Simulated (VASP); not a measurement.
Crystal: CsCl.

```xyz
2
Lattice="4.1230 0.0000 0.0000 0.0000 4.1230 0.0000 0.0000 0.0000 4.1230" Properties=species:S:1:pos:R:3 pbc="T T T"
Cs    0.0000    0.0000    0.0000
Cl    2.0615    2.0615    2.0615
```

Base run:

| Item | Value |
| --- | --- |
| Program | VASP 6.6.1 |
| Functional | PBE |
| Potentials or basis | VASP PAW PBE potentials, release 64 (Cs_sv, Cl) |
| Cutoff | 500 eV |
| k mesh | 6 × 6 × 6 |
| Occupations | fermi-dirac, width 0.03 eV |
| Spin | no spin polarisation |

Its results: band gap on the k mesh 5.26 eV, direct; pressure 1.0 GPa.

Question: The run is repeated on the same cell with these changes: dispersion from none to D3(BJ). What comes out?

Answer: Band gap on the k mesh 5.26 eV, direct; pressure 0.1 GPa.

Dispersion adds attraction, which lowers the pressure at fixed volume and, as a term added to the energy, leaves the levels alone.

Caveats: spin-orbit coupling is left out, which moves the levels of the heavy elements.

A k mesh can miss the band edges.
